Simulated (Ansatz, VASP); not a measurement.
**One calculation of Al, two programs**

```
CELL_PARAMETERS angstrom
0.00000 2.01000 2.01000
2.01000 0.00000 2.01000
2.01000 2.01000 0.00000
ATOMIC_POSITIONS crystal
Al 0.00000 0.00000 0.00000
```

Alike in both runs: task single point; functional LDA; k mesh 8 × 8 × 8; occupations gaussian, width 0.1 eV; no spin polarisation.

```csv
,VASP,Ansatz
version,VASP 6.6.1,Ansatz 0.2.0
potentials or method,"VASP PAW LDA potentials, release 64 (Al), cutoff 500 eV","scalar-relativistic, plane waves, PAW"
valence electrons in the cell,3,3
```

Ansatz gave:

```
gap on the k mesh at the Fermi level (eV) : none
pressure (GPa)                            : -2.1
```

Which values does VASP return?

gap on the k mesh at the Fermi level (eV): none; pressure (GPa): -2.0.

Ansatz warns that its potentials were made for another functional, while VASP's fit it. LDA's correlation is that of Perdew and Zunger in VASP and of Perdew and Wang (1992) in Ansatz. A gap of «none» marks a metal or a gap that the smearing closes.
